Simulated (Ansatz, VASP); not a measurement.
**Cr in VASP and in Ansatz**

```
Cr
1.0
     4.02837    0.00000    0.00000
    -2.01419    3.48867    0.00000
     0.00000    0.00000   16.28920
Cr
5
Cartesian
  3.0213 0.5814 6.5621
  -1.0071 2.9072 7.4089
  1.0071 1.7443 8.1446
  3.0213 0.5814 8.8803
  -1.0071 2.9072 9.7271
```

Alike in both runs: functional PBE; k mesh 10 × 10 × 1; occupations fermi-dirac, width 0.08 eV; collinear spin.

Ansatz relaxed the structure, and its values are those at the end. VASP's run is a single point on that final structure, the one shown.

```csv
,VASP,Ansatz
version,VASP 6.6.1,Ansatz 0.2.0
potentials or method,"VASP PAW PBE potentials, release 64 (Cr_pv)","PAW with Ansatz's default frozen-core files, scalar-relativistic"
plane-wave cutoff (eV),520,420
valence electrons in the cell,60,70
```

```tsv
	VASP	Ansatz	Ansatz less VASP
rms of the force components (eV/Å)	0.028	0.005	-0.0231
net moment per atom (μB)	0.66	0.65	-0.006
size of the moment on the site where the two differ most (μB)	2.55	2.29	-0.260
```

Site moments also hang on the region over which each program counts them. VASP's potentials hold 60 valence electrons a cell and Ansatz's 70, so a difference there can come from the potentials and not from the codes. Ansatz's warnings: seeded moment not kept, stress scf threshold loose, vacuum density over bound.
